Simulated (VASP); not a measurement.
Wanted: the native input for a VASP 6.6.1 run.

```yaml
Task: relaxation of the atoms
Functional: PBE
Dispersion: D3(BJ)
Potentials_or_basis: VASP PAW PBE potentials, release 64 (As, Ga_d)
Cutoff: 520 eV
k_mesh: 2 × 2 × 1
Occupations: gaussian, width 0.05 eV
Spin: no spin polarisation
Dipole_correction: yes
Atoms_held_fixed_from_0: "[0, 1, 2, 3, 8, 9, 10, 11]"
Further_INCAR_settings: LREAL = Auto; ALGO = Fast; EDIFF = 1e-07; IBRION = 2; EDIFFG = -0.03; NSW = 90
```

The structure of GaAs lies in POSCAR:

```
GaAs
1.0
    8.0267120191      0.0000000000      0.0000000000
   -4.0133560095      6.9513365174      0.0000000000
    0.0000000000      0.0000000000     20.0961143248
As Ga
8 8
Selective dynamics
Direct
    0.5000000000      0.0000000000      0.3980869073  F F F
    0.5000000000      0.5000000000      0.3980869073  F F F
    0.0000000000      0.0000000000      0.3980869073  F F F
    0.0000000000      0.5000000000      0.3980869073  F F F
    0.6666666667      0.8333333333      0.5611478556  T T T
    0.6666666667      0.3333333333      0.5611478556  T T T
    0.1666666667      0.8333333333      0.5611478556  T T T
    0.1666666667      0.3333333333      0.5611478556  T T T
    0.1666666667      0.8333333333      0.4388521444  F F F
    0.1666666667      0.3333333333      0.4388521444  F F F
    0.6666666667      0.8333333333      0.4388521444  F F F
    0.6666666667      0.3333333333      0.4388521444  F F F
    0.3333333333      0.6666666667      0.6019130927  T T T
    0.3333333333      0.1666666667      0.6019130927  T T T
    0.8333333333      0.6666666667      0.6019130927  T T T
    0.8333333333      0.1666666667      0.6019130927  T T T
```

One way to write it, as run:

INCAR

```
PREC = Accurate ; ENCUT = 520
EDIFF = 1E-7 ; ISMEAR = 0
SIGMA = 0.05 ; LREAL = Auto
LASPH = True ; NELM = 60
ALGO = Fast ; ISIF = 2
LWAVE = False ; LCHARG = False
LDIPOL = True ; IDIPOL = 3
DIPOL = 0.5 0.5 0.500 ; GGA = PE
IVDW = 12 ; IBRION = 2
NSW = 90 ; EDIFFG = -0.03
```

KPOINTS

```
regular mesh
0
Gamma
  2 2 1
```

Potentials or basis: VASP PAW PBE potentials, release 64 (As, Ga_d).

Run with:

```console
$ cat potpaw_PBE.64/As/POTCAR potpaw_PBE.64/Ga_d/POTCAR > POTCAR
$ mpirun -np 1 vasp_std > vasp.out
```

Results of the run:

```yaml
Energy_gained_by_relaxing: 27.3 meV/atom
Ionic_steps: 9
Band_gap_on_the_k_mesh: zero (filled and empty bands touch)
Dispersion_energy_per_atom: -0.211 eV
```

Caveat: the k points lie up to 0.45 Å⁻¹ apart.

Wall time 72 min on 1 thread of Oxide Virtual Turin-like Processor (shared host), peak memory 1.1 GiB.
